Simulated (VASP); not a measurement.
# BeTe (F-43m) in VASP: single point with PBE

Aim: the single point of BeTe with PBE.

Program: VASP 6.6.1. These are calculated values, not measurements. Logs are shortened: lines on timing, memory, paths and dates and some standing lists are left out, and cuts for length are marked.

### Step 1. The cell of the first run

It takes space group F-43m (No. 216, cubic). The conventional cell has a = 5.854 Å, b = 5.854 Å, c = 5.854 Å, α = 90.00°, β = 90.00°, γ = 90.00°. Within 3.3 Å of Be (site symmetry -43m) lie 4 Te at 2.53 Å. Te (site symmetry -43m) has 4 Be at 2.53 Å within 3.3 Å.

### Step 2. Single point, PBE

INCAR

```
SYSTEM = BeTe
  ALGO = Normal
  EDIFF = 1E-6
  ENCUT = 600
  GGA = PE
  GGA_COMPAT = .FALSE.
  ISIF = 2
  ISMEAR = -1
  LASPH = .TRUE.
  LCHARG = .FALSE.
  LREAL = .FALSE.
  LWAVE = .FALSE.
  NBANDS = 11
  NELM = 120
  PREC = Accurate
  SIGMA = 0.1411
```

KPOINTS

```
k-points
0
G
  8 8 8
  0 0 0
```

POSCAR

```
BeTe
1.0
    0.0000000000      2.9268570000      2.9268570000
    2.9268570000      0.0000000000      2.9268570000
    2.9268570000      2.9268570000      0.0000000000
Be Te
1 1
Direct
    0.0000000000      0.0000000000      0.0000000000
    0.2500000000      0.2500000000      0.2500000000
```

Potentials or basis: VASP PAW PBE potentials, release 64 (Be, Te).

Launch:

```bash
$ cat potpaw_PBE.64/Be/POTCAR potpaw_PBE.64/Te/POTCAR > POTCAR
$ mpirun -np 1 vasp_std > vasp.out
```

OUTCAR:

```text
SYSTEM = BeTe
   EDIFF = 1E-6
   ENCUT = 600
   GGA = PE
   ISIF = 2
   ISMEAR = -1
   LASPH = .TRUE.
   LREAL = .FALSE.
   NELM = 120
   PREC = Accurate

 ion  position               nearest neighbor table
   1  0.000  0.000  0.000-   2 2.53   2 2.53   2 2.53   2 2.53
   2  0.250  0.250  0.250-   1 2.53   1 2.53   1 2.53   1 2.53

  LATTYP: Found a face centered cubic cell.
 ALAT       =     5.8537140000

  Lattice vectors:

 A1 = (   0.0000000000,   2.9268570000,   2.9268570000)
 A2 = (   2.9268570000,   0.0000000000,   2.9268570000)
 A3 = (   2.9268570000,   2.9268570000,   0.0000000000)

Analysis of symmetry for initial positions (statically):
=====================================================================
 Subroutine PRICEL returns:
 Original cell was already a primitive cell.

 Routine SETGRP: Setting up the symmetry group for a
 face centered cubic supercell.

 Subroutine GETGRP returns: Found 24 space group operations
 (whereof 24 operations were pure point group operations)
 out of a pool of 48 trial point group operations.

The static configuration has the point symmetry T_d .

Analysis of symmetry for dynamics (positions and initial velocities):
=====================================================================
 Subroutine PRICEL returns:
 Original cell was already a primitive cell.

 Routine SETGRP: Setting up the symmetry group for a
 face centered cubic supercell.

 Subroutine GETGRP returns: Found 24 space group operations
 (whereof 24 operations were pure point group operations)
 out of a pool of 48 trial point group operations.

The dynamic configuration has the point symmetry T_d .

 Subroutine INISYM returns: Found 24 space group operations
 (whereof 24 operations are pure point group operations),
 and found     1 'primitive' translations

----------------------------------------------------------------------------------------

                                     Primitive cell

  volume of cell :      50.1458

  direct lattice vectors                    reciprocal lattice vectors
     0.000000000  2.926857000  2.926857000    -0.170831715  0.170831715  0.170831715
     2.926857000  0.000000000  2.926857000     0.170831715 -0.170831715  0.170831715
     2.926857000  2.926857000  0.000000000     0.170831715  0.170831715 -0.170831715

  length of vectors
     4.139200865  4.139200865  4.139200865     0.295889209  0.295889209  0.295889209

  position of ions in fractional coordinates (direct lattice)
     0.000000000  0.000000000  0.000000000
     0.250000000  0.250000000  0.250000000

  ion indices of the primitive-cell ions
   primitive index   ion index
                 1           1
                 2           2

----------------------------------------------------------------------------------------

 KPOINTS: k-points

Automatic generation of k-mesh.
 Grid dimensions read from file:
 generate k-points for:    8    8    8

 Generating k-lattice:

  Cartesian coordinates                     Fractional coordinates (reciprocal lattice)
    -0.021353964  0.021353964  0.021353964     0.125000000  0.000000000  0.000000000
     0.021353964 -0.021353964  0.021353964     0.000000000  0.125000000  0.000000000
     0.021353964  0.021353964 -0.021353964     0.000000000  0.000000000  0.125000000

  Length of vectors
     0.036986151  0.036986151  0.036986151

  Shift w.r.t. Gamma in fractional coordinates (k-lattice)
     0.000000000  0.000000000  0.000000000

 Subroutine IBZKPT returns following result:
 ===========================================

 Found     29 irreducible k-points:

 Following reciprocal coordinates:
            Coordinates               Weight
  0.000000  0.000000  0.000000      1.000000
  0.125000  0.000000  0.000000      8.000000
  0.250000  0.000000  0.000000      8.000000
  0.375000  0.000000  0.000000      8.000000
  0.500000  0.000000  0.000000      4.000000
  0.125000  0.125000  0.000000      6.000000
[... 16 lines left out ...]
  0.500000  0.250000  0.125000     48.000000
 -0.375000  0.250000  0.125000     24.000000
 [... further k-points ...]
   k-points           NKPTS =     29   k-points in BZ     NKDIM =     29   number of bands    NBANDS=     11
   number of dos      NEDOS =    301   number of ions     NIONS =      2
   total plane-waves  NPLWV =  46656
   dimension x,y,z NGX =    36 NGY =   36 NGZ =   36
   dimension x,y,z NGXF=    72 NGYF=   72 NGZF=   72
   ions per type =               1   1
   NGX,Y,Z   is equivalent  to a cutoff of  14.46, 14.46, 14.46 a.u.
   NGXF,Y,Z  is equivalent  to a cutoff of  28.92, 28.92, 28.92 a.u.
 SYSTEM =  BeTe
   PREC   = accura    normal or accurate (medium, high low for compatibility)
   ISTART =      0    job   : 0-new  1-cont  2-samecut
   ICHARG =      2    charge: 1-file 2-atom 10-const
   ISPIN  =      1    spin polarized calculation?
   LNONCOLLINEAR =      F non collinear calculations
   LSORBIT =      F    spin-orbit coupling
   LASPH  =      T    aspherical Exc in radial PAW
   ENCUT  =  600.0 eV  44.10 Ry    6.64 a.u.   8.27  8.27  8.27*2*pi/ulx,y,z
   NELM   =    120;   NELMIN=  2; NELMDL= -5     # of ELM steps
   EDIFF  = 0.1E-05   stopping-criterion for ELM
   LREAL  =      F    real-space projection
   EDIFFG = 0.1E-04   stopping-criterion for IOM
   NSW    =      0    number of steps for IOM
   IBRION =     -1    ionic relax: 0-MD 1-quasi-New 2-CG
   NFREE  =      0    steps in history (QN), initial steepest desc. (CG)
   ISIF   =      2    stress and relaxation
   ISYM   =      2    0-nonsym 1-usesym 2-fastsym
   POTIM  = 0.5000    time-step for ionic-motion
   TEBEG  =    0.0;   TEEND  =   0.0 temperature during run
   PSTRESS=    0.0 pullay stress
   NELECT =       8.0000    total number of electrons
   NUPDOWN=      -1.0000    fix difference up-down
   EMIN   =  10.00;   EMAX   =-10.00  energy-range for DOS
   EFERMI =   0.00;   METHOD = LEGACY
   ISMEAR =    -1;   SIGMA  =   0.14  broadening in eV -4-tet -1-fermi 0-gaus
   EFERMI_NEDOS =   21; number of points for ismear=-14 and -15
   IALGO  =     38    algorithm
   IMIX   =      4    mixing-type and parameters
     AMIX     =   0.40;   BMIX     =  1.00
     AMIX_MAG =   1.60;   BMIX_MAG =  1.00
  volume/ion in A,a.u.               =      25.07       169.20
  Fermi-wavevector in a.u.,A,eV,Ry     =   0.887892  1.677872 10.726175  0.788352
  Thomas-Fermi vector in A             =   2.009250
   LORBIT       =      0    0 simple, 1 ext, 2 COOP (PROOUT), +10 PAW based schemes
   GGA     = PE    functional components
   LHFCALC =     F    Hartree Fock is set to
   AEXX    =    0.0000 exact exchange contribution
   IVDW    =     0    specifies the selected vdW correction
   LEPSILON=     F    determine dielectric tensor
   LRPA    =     F    only Hartree local field effects (RPA)
 non-spin polarized calculation
  energy-cutoff  :      600.00
  volume of cell :       50.15
 maximum number of plane-waves:      1700
 NGX is ok and might be reduce to    36
   NGX = 17   NGY = 17   NGZ = 17

 number of electron       8.0000000 magnetization

 Free energy of the ion-electron system (eV)
  ---------------------------------------------------
  ext. energy  EPLUGINS =         0.00000000
  ---------------------------------------------------
  free energy    TOTEN  =        -7.55445733 eV

  energy without entropy =       -7.55441656  energy(sigma->0) =       -7.55443695

 E-fermi :   5.0041     XC(G=0):  -8.5987

 val. band max:        3.8757818610   @ k =   0.0000   0.0000   0.0000
 cond. band min:       6.1069662731   @ k =   0.5000   0.5000   0.0000
 fundamental gap:      2.2311844120
 Fermi energy:         5.0041478718

 k-point     1 :       0.0000    0.0000    0.0000
  band No.  band energies     occupation
      1      -7.7167      2.00000
      2       3.8758      1.99933
      3       3.8758      1.99933
      4       3.8758      1.99933
      5       6.8942      0.00000
      6       7.5611      0.00000
      7       7.5611      0.00000
      8       7.5611      0.00000
      9      12.0029      0.00000
     10      13.8775      0.00000
     11      13.8775      0.00000

 k-point     2 :       0.1250    0.0000    0.0000
  band No.  band energies     occupation
      1      -7.5934      2.00000
      2       2.6950      2.00000
      3       3.6859      1.99982
      4       3.6859      1.99982
      5       7.1237      0.00000
      6       7.8516      0.00000
      7       7.8516      0.00000
      8       8.4350      0.00000
      9      12.4272      0.00000
     10      13.0855      0.00000
     11      13.0855      0.00000

 k-point     3 :       0.2500    0.0000    0.0000
  band No.  band energies     occupation
      1      -7.2587      2.00000
      2       0.9279      2.00000
      3       3.3187      1.99999
      4       3.3187      1.99999
      5       6.9130      0.00000
      6       8.3311      0.00000
      7       8.3311      0.00000
      8      10.2926      0.00000
      9      12.7697      0.00000
     10      12.8155      0.00000
     11      12.8155      0.00000

 k-point     4 :       0.3750    0.0000    0.0000
  band No.  band energies     occupation
      1      -6.8481      2.00000
      2      -0.4374      2.00000
      3       3.0286      2.00000
      4       3.0286      2.00000
      5       6.7205      0.00001
      6       8.4980      0.00000
      7       8.4980      0.00000
      8      11.5640      0.00000
      9      13.0889      0.00000
     10      13.7075      0.00000
     11      13.7075      0.00000
[... 239 lines left out ...]
 k-point    22 :       0.3750    0.2500    0.1250
  band No.  band energies     occupation
      1      -6.9858      2.00000
      2       0.6609      2.00000
      3       1.9826      2.00000
      4       2.8459      2.00000
      5       7.5106      0.00000
      6       8.3004      0.00000
      7       9.2886      0.00000
      8       9.8650      0.00000
      9      12.4964      0.00000
     10      14.0383      0.00000
     11      14.5358      0.00000

 k-point    23 :       0.5000    0.2500    0.1250
  band No.  band energies     occupation
      1      -6.6271      2.00000
      2      -0.2160      2.00000
      3       1.4880      2.00000
      4       2.4672      2.00000
      5       7.8372      0.00000
      6       8.4186      0.00000
      7       9.5947      0.00000
      8      10.4856      0.00000
      9      13.3698      0.00000
     10      13.7104      0.00000
     11      15.5733      0.00000

 k-point    24 :      -0.3750    0.2500    0.1250
  band No.  band energies     occupation
      1      -6.4536      2.00000
      2      -0.6147      2.00000
      3       1.3748      2.00000
      4       2.2824      2.00000
      5       7.8977      0.00000
      6       8.2802      0.00000
      7      10.1822      0.00000
      8      11.2304      0.00000
      9      12.1741      0.00000
     10      15.0323      0.00000
     11      15.4339      0.00000

 [... further k-points ...]
[... 5 lines left out ...]
  --------------------------------------------------------------------------------------
  -------------------------------------------------------------------------------------
  Total       -1.4060541     -1.4060541     -1.4060541     -0.0000000      0.0000000     -0.0000000
  in kB      -44.9239690    -44.9239690    -44.9239690     -0.0000000      0.0000000     -0.0000000
  external PRESSURE =     -44.9239690 kB  Pullay stress =       0.0000000 kB

 VOLUME and BASIS-vectors are now :
 -----------------------------------------------------------------------------
  energy-cutoff  :      600.00
  volume of cell :       50.15
      direct lattice vectors                 reciprocal lattice vectors
     0.000000000  2.926857000  2.926857000    -0.170831715  0.170831715  0.170831715
     2.926857000  0.000000000  2.926857000     0.170831715 -0.170831715  0.170831715
     2.926857000  2.926857000  0.000000000     0.170831715  0.170831715 -0.170831715

 POSITION                                       TOTAL-FORCE (eV/Angst)
 -----------------------------------------------------------------------------------
      0.00000      0.00000      0.00000        -0.000000      0.000000     -0.000000
      1.46343      1.46343      1.46343         0.000000     -0.000000      0.000000
 -----------------------------------------------------------------------------------
    total drift:                                0.000000      0.000000      0.000000

  FREE ENERGIE OF THE ION-ELECTRON SYSTEM (eV)
  ---------------------------------------------------
  free  energy   TOTEN  =        -7.5544573349 eV

  energy  without entropy=       -7.5544165602  energy(sigma->0) =       -7.55443695
```

Wall time 16 s (1 thread of Intel Xeon Platinum 8559C (Emerald Rapids), shared host); peak memory 0.2 GiB.

Results:

```
Free energy            : -7.5545 eV
Pressure               : -4.5 GPa
Band gap on the k mesh : 2.23 eV, indirect (least direct gap 3.02 eV)
```

Levels at points of the mesh, in eV from the valence-band top:
```tsv
k point	band 1	band 2	band 3	band 4	band 5	band 6	band 7	band 8	band 9
(0.00, 0.00, 0.00)	-11.59	0.00	0.00	0.00	3.02	3.69	3.69	3.69	8.13
(0.50, 0.00, 0.00)	-10.52	-4.85	-0.95	-0.95	2.77	4.62	4.62	7.80	10.43
(0.50, 0.50, 0.00)	-10.13	-4.53	-2.24	-2.24	2.23	2.79	8.98	8.98	10.88
```

Caveat: spin-orbit coupling is left out, which moves the levels of the heavy elements.
